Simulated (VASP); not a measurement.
# CdSn2O3: single point with PBE

Crystal: CdSn2O3.

```
Cd Sn O
1.0
     3.25934   -3.79997    0.00000
     3.25934    3.79997    0.00000
     0.00000    0.00000    4.30486
Cd Sn O
1 2 3
Direct
  0.00000 0.00000 0.50000
  0.00000 0.50000 0.00000
  0.50000 0.00000 0.00000
  0.21049 0.21049 0.00000
  0.78951 0.78951 0.00000
  0.50000 0.50000 0.50000
```

The cell was built from a structure type or drawn by symmetry, and may not be a known phase.

* Program: VASP 6.6.1
* Task: single point
* Functional: PBE
* Potentials or basis: VASP PAW PBE potentials, release 64 (Cd, Sn_d, O)
* Cutoff: 520 eV
* k mesh: 4 × 4 × 4
* Occupations: gaussian, width 0.1 eV
* Spin: no spin polarisation

```json
{"Pressure": "9.5 GPa", "Largest force": "1.197 eV/Å", "Band gap on the k mesh": "zero (bands 29 and 30 overlap by 0.70 eV)"}
```

Forces in eV/Å, atoms in the order of the input:
```
Cd   0.000  0.000  0.000
Sn   0.000  0.000  0.000
Sn   0.000  0.000  0.000
O   -1.197  0.000  0.000
O    1.197  0.000  0.000
O    0.000  0.000  0.000
```

Stress tensor (GPa, compression positive):
```
-2.47  0.00  0.00
 0.00 32.32  0.00
 0.00  0.00 -1.39
```

Levels at points of the mesh, in eV from the Fermi level:
```tsv
k point	band 27	band 28	band 29	band 30	band 31	band 32
(0.00, 0.00, 0.00)	-1.03	-0.58	-0.12	0.58	1.67	2.82
(0.50, 0.00, 0.00)	-1.29	-0.50	-0.32	1.21	1.43	2.62
(0.50, 0.50, 0.00)	-1.13	-0.58	-0.49	0.61	0.66	1.31
(0.00, 0.00, 0.50)	-1.25	-0.59	-0.47	-0.31	0.64	2.66
(0.50, 0.00, 0.50)	-1.09	-0.81	-0.62	0.03	0.50	2.65
(0.50, 0.50, 0.50)	-0.92	-0.77	0.39	0.47	0.52	0.56
```

It took 62 s on 1 thread of Intel(R) Xeon(R) 6975P-C (Granite Rapids), with other jobs on the host, peak memory 0.26 GiB.

Caveat: the k points lie up to 0.36 Å⁻¹ apart, too coarse for converged energies and pressures of a metal; semilocal functionals underestimate gaps, so a narrow gap can read as zero; spin-orbit coupling is left out, which moves the levels of the heavy elements; forces of over 1 eV/Å act on the atoms, so gaps and moduli don't describe the material at rest.
